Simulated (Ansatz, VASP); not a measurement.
One calculation of Y, two programs

```
CELL_PARAMETERS angstrom
0.00000 2.48500 2.68380
2.48500 0.00000 2.68380
2.48500 2.48500 0.00000
ATOMIC_POSITIONS crystal
Y 0.00000 0.00000 0.00000
```

Change from the starting cell: strain +0.000 along x and y, +0.080 along z, atoms carried along.

Alike in both runs: task single point; functional LDA; k mesh 16 × 16 × 16; occupations gaussian, width 0.15 eV; no spin polarisation.

|  | VASP | Ansatz |
| --- | --- | --- |
| version | VASP 6.6.1 | Ansatz 0.2.0 |
| potentials or method | VASP PAW LDA potentials, release 64 (Y_sv), cutoff 520 eV | scalar-relativistic, plane waves, PAW |
| valence electrons in the cell | 11 | 11 |

Ansatz gave:

* gap on the k mesh at the Fermi level (eV): none
* pressure (GPa): -4.4
* traceless stress, the component that is largest in VASP (GPa): -1.62

Question: Which values does VASP return?

Answer: gap on the k mesh at the Fermi level (eV): none; pressure (GPa): -4.5; traceless stress, the component that is largest in VASP (GPa): -1.63.

LDA's correlation is that of Perdew and Zunger in VASP and of Perdew and Wang (1992) in Ansatz. A gap of «none» marks a metal or a gap that the smearing closes.
